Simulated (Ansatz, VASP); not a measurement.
# CoPtO2: VASP beside Ansatz

```
CELL_PARAMETERS angstrom
1.41227 0.81537 5.93939
-1.41227 0.81537 5.93939
0.00000 -1.63075 5.93939
ATOMIC_POSITIONS crystal
Pt 0.00000 0.00000 0.00000
Co 0.50000 0.50000 0.50000
O 0.11224 0.11224 0.11224
O 0.88776 0.88776 0.88776
```

Alike in both runs: task single point; functional PBEsol; k mesh 11 × 11 × 11; occupations fermi-dirac, width 0.05 eV; collinear spin.

|  | VASP | Ansatz |
| --- | --- | --- |
| version | VASP 6.6.1 | Ansatz 0.2.0 |
| potentials or method | VASP PAW PBE potentials, release 64 (Pt, Co, O) | Ansatz PAW |
| plane-wave cutoff (eV) | 520 | 420 |
| valence electrons in the cell | 31 | 47 |

|  | VASP | Ansatz | Ansatz less VASP |
| --- | --- | --- | --- |
| gap on the k mesh at the Fermi level (eV) | none | none | - |
| pressure (GPa) | -4.6 | -4.7 | -0.11 |
| traceless stress, the component that is largest in VASP (GPa) | -1.18 | -1.71 | -0.538 |
| rms of the force components (eV/Å) | 0.002 | 0.005 | +0.0027 |
| net moment per atom (μB) | 0.00 | 0.00 | 0.000 |

VASP's potentials were made for PBE, not for PBEsol. Atom by atom the forces differ by 0.003 eV/Å (rms over components). A gap of «none» marks a metal or a gap that the smearing closes. With one functional, cell and mesh, what is left measures potentials, basis and numerics. VASP's potentials hold 31 valence electrons a cell and Ansatz's 47, so a difference there can come from the potentials and not from the codes.

Spin-orbit coupling is off throughout.
